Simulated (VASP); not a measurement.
A run of VASP 6.6.1:

File INCAR:

```
SYSTEM = C18F
PREC     = Accurate       ! precision mode
ENCUT    = 520            ! plane-wave cutoff, eV
EDIFF    = 1E-6           ! SCF threshold, eV
ISMEAR   = 0              ! smearing method
SIGMA    = 0.05           ! smearing width, eV
LREAL    = .False.        ! projectors in reciprocal space
LASPH    = .True.         ! aspherical terms in the spheres
NELM     = 200            ! most SCF steps
ALGO     = Normal         ! electronic algorithm
ISIF     = 2              ! what is computed and relaxed
LWAVE    = .False.        ! write WAVECAR
LCHARG   = .False.        ! write CHGCAR
ISPIN    = 2              ! spin polarisation
MAGMOM   = 0 0 0 0 0 0 0 0 0 0 0 0 0 0 0 0 0 0 0 ! initial moments
LORBIT   = 11             ! projections on sites
GGA      = PE             ! functional
NBANDS   = 58             ! bands
GGA_COMPAT= .False.      
NELMDL   = -8
```

Contents of KPOINTS:

```
Automatic mesh
0
Gamma
  2 2 1
  0 0 0
```

File POSCAR:

```
C18F
1.0
    7.3980000000      0.0000000000      0.0000000000
   -3.6990000000      6.4068560000      0.0000000000
    0.0000000000      0.0000000000     13.0000000000
C F
18 1
Direct
    0.0041167373      0.0030099006      0.0732127692
    0.2268752841      0.1152493516      0.0720816154
    0.0024101748      0.3358108876      0.0774056923
    0.2265664292      0.4479136100      0.1025264615
    0.0041170579      0.6703465787      0.0732021538
    0.2268806846      0.7808730210      0.0720771538
    0.3378023443      0.0035176380      0.0687511538
    0.5598898768      0.1145591535      0.0684054615
    0.3386327260      0.3358147897      0.0773755385
    0.5592086889      0.4475674184      0.0720666923
    0.3386484688      0.6720584948      0.0773680000
    0.5592251917      0.7808905023      0.0720576923
    0.6709355500      0.0035296564      0.0687380000
    0.8935886451      0.1152573119      0.0720936154
    0.6709299999      0.3366304784      0.0687483077
    0.8935864433      0.4475575852      0.0720859231
    0.6714637442      0.6703521977      0.0731842308
    0.8932367114      0.7812390352      0.0727347692
    0.2267138741      0.4480362911      0.2235775385
```

Potentials or basis: VASP PAW PBE potentials, release 64 (C, F).

Command:

```bash
$ cat potpaw_PBE.64/C/POTCAR potpaw_PBE.64/F/POTCAR > POTCAR
$ mpirun -np 1 vasp_std > vasp.out
```

Hardware: 1 thread of AMD EPYC 7R13 (shared host).

Task: Estimate the wall time of this run.

Result: Run time: 28 min on 1 thread of AMD EPYC 7R13, with other jobs on the host, peak memory 0.92 GiB. Counts: scf iterations 28, k points 4.
